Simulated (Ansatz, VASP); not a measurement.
# Two plane-wave programs on TiSi

```
Ti Si
1.0
     0.00000    2.54420    2.54420
     2.54420    0.00000    2.54420
     2.54420    2.54420    0.00000
Ti Si
1 1
Direct
  0.00000 0.00000 0.00000
  0.50000 0.50000 0.50000
```

Alike in both runs: functional r2SCAN; k mesh 13 × 13 × 13; occupations fermi-dirac, width 0.05 eV; no spin polarisation.

Ansatz relaxed the structure, and its values are those at the end. VASP's run is a single point on that final structure, the one shown.

```csv
,VASP,Ansatz
version,VASP 6.6.1,Ansatz 0.2.0
potentials or method,"VASP PAW PBE potentials, release 64 (Ti_sv, Si)","PAW with Ansatz's default frozen-core files, scalar-relativistic"
plane-wave cutoff (eV),550,500
valence electrons in the cell,16,16
```

|  | VASP | Ansatz | Ansatz less VASP |
| --- | --- | --- | --- |
| pressure (GPa) | 0.3 | 0.0 | -0.22 |

VASP's potentials were made for PBE, not for r2SCAN. With one functional, cell and mesh, what is left measures potentials, basis and numerics.
